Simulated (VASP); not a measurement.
Cr: single point with PBEsol

The system is Cr.

```
CELL_PARAMETERS angstrom
2.03087 0.00000 0.00000
0.00000 2.03087 0.00000
0.00000 0.00000 2.03087
ATOMIC_POSITIONS crystal
Cr 0.00000 0.00000 0.00000
```

This cell differs from its parent crystal: volume scaled by 0.68.

```json
{"Program": "VASP 6.6.1", "Task": "single point", "Functional": "PBEsol", "Potentials or basis": "VASP PAW PBE potentials, release 64 (Cr_pv)", "Cutoff": "520 eV", "k mesh": "16 × 16 × 16", "Occupations": "fermi-dirac, width 0.1 eV", "Spin": "collinear spin, ferromagnetic start", "Starting moments": "[2.0] μB"}
```

The pressure is 179.6 GPa. The band gap on the k mesh is zero (filled and empty bands overlap) and the net moment is 0.00 μB per cell.

Levels at points of the mesh, in eV from the Fermi level:
Spin up:
```tsv
k point	band 2	band 3	band 4	band 5	band 6	band 7	band 8	band 9	band 10	band 11
(0.00, 0.00, 0.00)	-41.67	-41.67	-8.60	-5.50	-5.50	4.24	4.24	4.24	7.92	25.63
(0.50, 0.00, 0.00)	-41.35	-41.35	-4.16	-3.63	-0.16	0.57	0.57	4.58	7.91	12.39
(0.50, 0.50, 0.00)	-44.42	-41.06	-8.24	-2.35	1.40	1.40	6.57	7.90	9.66	9.66
(0.50, 0.50, 0.50)	-43.90	-43.90	-5.49	-5.49	-5.49	6.78	6.78	7.90	11.19	22.12
```
Spin down:
```csv
k point,band 4,band 5,band 6,band 7,band 8,band 9
"(0.00, 0.00, 0.00)",-8.60,-5.50,-5.50,4.24,4.24,4.24
"(0.50, 0.00, 0.00)",-4.16,-3.63,-0.16,0.57,0.57,4.58
"(0.50, 0.50, 0.00)",-8.24,-2.35,1.40,1.40,6.57,7.90
"(0.50, 0.50, 0.50)",-5.49,-5.49,-5.49,6.78,6.78,7.90
```

Wall time 10 s on 1 thread of Intel(R) Xeon(R) 6975P-C (Granite Rapids), with other jobs on the host, peak memory 0.14 GiB.

Caveat: the starting moments collapsed, and a magnetic state may lie lower; the PAW data sets were made with another functional, which shifts forces and pressure a little.
